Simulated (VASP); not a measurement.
Here is a VASP 6.6.1 calculation.

INCAR

```
PREC     = Accurate       # precision mode
ENCUT    = 520            # plane-wave cutoff, eV
EDIFF    = 1E-6           # SCF threshold, eV
ISMEAR   = 0              # smearing method
SIGMA    = 0.05           # smearing width, eV
LREAL    = Auto         
LASPH    = True           # aspherical terms in the spheres
NELM     = 60             # most SCF steps
ALGO     = Normal         # electronic algorithm
ISIF     = 2              # what is computed and relaxed
LWAVE    = False          # write WAVECAR
LCHARG   = False          # write CHGCAR
GGA      = PE             # functional
IVDW     = 12             # dispersion correction
NELECT   = 88.0         
NBANDS   = 59             # bands
```

KPOINTS

```
regular mesh
0
Gamma
  4 4 2
```

POSCAR

```
Si6O11
1.0
   -2.4573906087      4.2563253884      0.0000000000
    0.0000000000      0.0000000000      5.4210324304
    7.3721718262      4.2563253883      0.0000000000
Si O
6 11
Direct
    0.7669799462      0.6666666667      0.2330200538
    0.2669799462      0.6666666667      0.7330200538
    0.9660401075      0.3333333333      0.5000000000
    0.4660401075      0.3333333333      0.0000000000
    0.2669799462      0.0000000000      0.2669799462
    0.7669799462      0.0000000000      0.7669799462
    0.2730030153      0.2203350802      0.1370425925
    0.7730030153      0.2203350802      0.6370425925
    0.0690623811      0.8870017469      0.7949771961
    0.6579346037      0.5536684135      0.0679802114
    0.1579346037      0.5536684135      0.5679802114
    0.0690623811      0.7796649198      0.2050228039
    0.5690623811      0.7796649198      0.7050228039
    0.1648999697      0.0873907264      0.4561108483
    0.6579346037      0.1129982531      0.9320197886
    0.7730030153      0.4463315865      0.3629574075
    0.2730030153      0.4463315865      0.8629574075
```

Potentials or basis: VASP PAW PBE potentials, release 64 (Si, O).

The run is started by

```console
$ cat potpaw_PBE.64/Si/POTCAR potpaw_PBE.64/O/POTCAR > POTCAR
$ mpirun -np 1 vasp_std > vasp.out
```

(1) Estimate the dispersion energy per atom.

(2) What does it give for the largest force?

Answers

(1) -0.142 eV.

(2) 3.364 eV/Å.

Caveat: the k points lie up to 0.37 Å⁻¹ apart; the cell carries a net charge on a neutralising background, which shifts energy and pressure; the cell differs from its parent crystal (atoms taken out, atom 14 moved 0.000 of the way to it and +0.250 Å across, host rigid).
